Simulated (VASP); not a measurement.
Wanted: the native input for a VASP 6.6.1 run.

* Task: relaxation of the atoms
* Functional: PBE
* Potentials or basis: VASP PAW PBE potentials, release 64 (Ti_sv, O)
* Cutoff: 520 eV
* k mesh: 7 × 7 × 10
* Occupations: fermi-dirac, width 0.02 eV
* Spin: no spin polarisation
* Dipole correction: no
* Further INCAR settings: ALGO = Normal; EDIFF = 1e-06; IBRION = 2; EDIFFG = -0.02; NSW = 80

The structure of TiO2 lies in POSCAR:

```
TiO2
1.0
    4.5922000000      0.0000000000      0.0000000000
    0.0000000000      4.5922000000      0.0000000000
    0.0000000000      0.0000000000      2.9574000000
Ti O
2 4
Direct
    0.0000000000      0.0000000000      0.0000000000
    0.5000000000      0.5000000000      0.5000000000
    0.3049600000      0.3049600000      0.0000000000
    0.1950400000      0.8049600000      0.5000000000
    0.6950400000      0.6950400000      0.0000000000
    0.8049600000      0.1950400000      0.5000000000
```

One way to write it, as run:

INCAR

```
ALGO = Normal
EDIFF = 1E-6
EDIFFG = -0.02
ENCUT = 520
GGA = PE
IBRION = 2
ISIF = 2
ISMEAR = -1
LASPH = T
LCHARG = F
LREAL = F
LWAVE = F
NELM = 100
NSW = 80
PREC = Accurate
SIGMA = 0.02
```

KPOINTS

```
k-points
0
Gamma
  7 7 10
```

Potentials or basis: VASP PAW PBE potentials, release 64 (Ti_sv, O).

Run with:

```sh
$ cat potpaw_PBE.64/Ti_sv/POTCAR potpaw_PBE.64/O/POTCAR > POTCAR
$ mpirun -np 1 vasp_std > vasp.out
```

It gave:

| Item | Value |
| --- | --- |
| Energy gained by relaxing | 0.3 meV/atom |
| Ionic steps | 2 |
| Pressure after relaxing | 5.8 GPa |
| Band gap on the k mesh | 1.83 eV |

It took 2.1 min on 1 thread of Intel(R) Xeon(R) Platinum 8259CL CPU @ 2.50GHz (Skylake/Cascade Lake) (shared host), peak memory 0.23 GiB.
